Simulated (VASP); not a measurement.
Crystal: Be5Pd.

```
Be Pd
1.0
     0.00000    2.98792    2.98792
     2.98792    0.00000    2.98792
     2.98792    2.98792    0.00000
Be Pd
5 1
Direct
  0.25000 0.25000 0.25000
  0.62461 0.62461 0.62461
  0.12616 0.62461 0.62461
  0.62461 0.12616 0.62461
  0.62461 0.62461 0.12616
  0.00000 0.00000 0.00000
```

```yaml
Program: VASP 6.6.1
Task: relaxation of volume and atoms at fixed shape
Functional: LDA
Potentials_or_basis: VASP PAW LDA potentials, release 64 (Be, Pd)
Cutoff: 600 eV
k_mesh: 8 × 8 × 8
Occupations: fermi-dirac, width 0.05 eV
Spin: no spin polarisation
```

At the start: pressure -6.5 GPa; volume 8.89 Å³/atom.

Q: Where does the relaxation end?

A: Over 4 steps the energy falls by 7.9 meV/atom and the volume is 8.52 Å³/atom (-4.2 %); space group F-43m (No. 216, to 0.05 Å).

Step by step:
```tsv
step	energy change (eV)	largest force (eV/Å)	pressure (GPa)	volume (Å³)
1	0.0000	0.0620	-6.50	53.35
2	-0.0448	0.0387	1.64	50.61
3	-0.0473	0.0184	-0.01	51.11
4	-0.0473	0.0036	0.01	51.10
```

Final structure:
```cif
data_structure
_symmetry_space_group_name_H-M 'P 1'
_symmetry_Int_Tables_number 1
_cell_length_a 4.1654
_cell_length_b 4.1654
_cell_length_c 4.1654
_cell_angle_alpha 60.000
_cell_angle_beta 60.000
_cell_angle_gamma 60.000
_cell_volume 51.10
loop_
_atom_site_label
_atom_site_type_symbol
_atom_site_fract_x
_atom_site_fract_y
_atom_site_fract_z
_atom_site_occupancy
Be1 Be 0.25000 0.25000 0.25000 1
Be2 Be 0.62477 0.62477 0.62477 1
Be3 Be 0.12570 0.62477 0.62477 1
Be4 Be 0.62477 0.12570 0.62477 1
Be5 Be 0.62477 0.62477 0.12570 1
Pd1 Pd 0.00000 0.00000 0.00000 1
```
